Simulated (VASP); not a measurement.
Crystal: TeRu3.

```xyz
4
Lattice="4.1246 0.0000 0.0000 0.0000 4.1246 0.0000 0.0000 0.0000 4.1246" Properties=species:S:1:pos:R:3 pbc="T T T"
Te    0.0000    0.0000    0.0000
Ru    0.0000    2.0623    2.0623
Ru    2.0623    0.0000    2.0623
Ru    2.0623    2.0623    0.0000
```

* Program: VASP 6.6.1
* Task: relaxation of cell and atoms
* Functional: PBE
* Potentials or basis: VASP PAW PBE potentials, release 64 (Te, Ru_pv)
* Cutoff: 600 eV
* k mesh: 4 × 4 × 4
* Occupations: gaussian, width 0.1 eV
* Spin: no spin polarisation

At the start: pressure -20.2 GPa; volume 17.54 Å³/atom.

Problem. Where does the relaxation end?

Solution. Over 5 steps the energy falls by 148.6 meV/atom and the volume is 15.47 Å³/atom (-11.8 %); space group Pm-3m (No. 221, to 0.05 Å).

The path:
| step | energy change (eV) | largest force (eV/Å) | pressure (GPa) | volume (Å³) |
| --- | --- | --- | --- | --- |
| 1 | 0.0000 | 0.0000 | -20.18 | 70.17 |
| 2 | 1.8370 | 0.0000 | 81.16 | 50.04 |
| 3 | -0.5915 | 0.0000 | -1.84 | 62.40 |
| 4 | -0.5942 | 0.0000 | -0.57 | 62.03 |
| 5 | -0.5945 | 0.0000 | 0.01 | 61.87 |

Final structure:
```
CELL_PARAMETERS angstrom
3.95520 0.00000 0.00000
0.00000 3.95520 0.00000
0.00000 0.00000 3.95520
ATOMIC_POSITIONS crystal
Te 0.00000 0.00000 0.00000
Ru 0.00000 0.50000 0.50000
Ru 0.50000 0.00000 0.50000
Ru 0.50000 0.50000 0.00000
```

Caveat: the k points lie up to 0.40 Å⁻¹ apart in the final cell.
